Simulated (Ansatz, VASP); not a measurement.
Li2Se: VASP beside Ansatz

```
Se Li
1.0
     0.00000    2.99352    2.99352
     2.99352    0.00000    2.99352
     2.99352    2.99352    0.00000
Se Li
1 2
Direct
  0.00000 0.00000 0.00000
  0.25000 0.25000 0.25000
  0.75000 0.75000 0.75000
```

Alike in both runs: task single point; functional PBE-based screened hybrid with a share of 0.35 of exact exchange and HFSCREEN = 0.2078; k mesh 4 × 4 × 4; no spin polarisation.

```csv
,VASP,Ansatz
version,VASP 6.6.1,Ansatz 0.2.0
potentials or method,"VASP PAW PBE potentials, release 64 (Se, Li_sv)",plane waves
plane-wave cutoff (eV),650,420
occupations,"gaussian, width 0.01 eV",fixed
valence electrons in the cell,12,22
```

|  | VASP | Ansatz | Ansatz less VASP |
| --- | --- | --- | --- |
| gap on the k mesh at the Fermi level (eV) | 4.19 | 4.17 | -0.018 |
| pressure (GPa) | -0.8 | -0.5 | +0.28 |

VASP's potentials were made for PBE, not for PBE-based screened hybrid. VASP's potentials hold 12 valence electrons a cell and Ansatz's 22, so a difference there can come from the potentials and not from the codes. Ansatz's warnings: stress exchange threshold loose, stress scf threshold loose.

The k mesh is coarse, so the values compare programs but aren't converged.
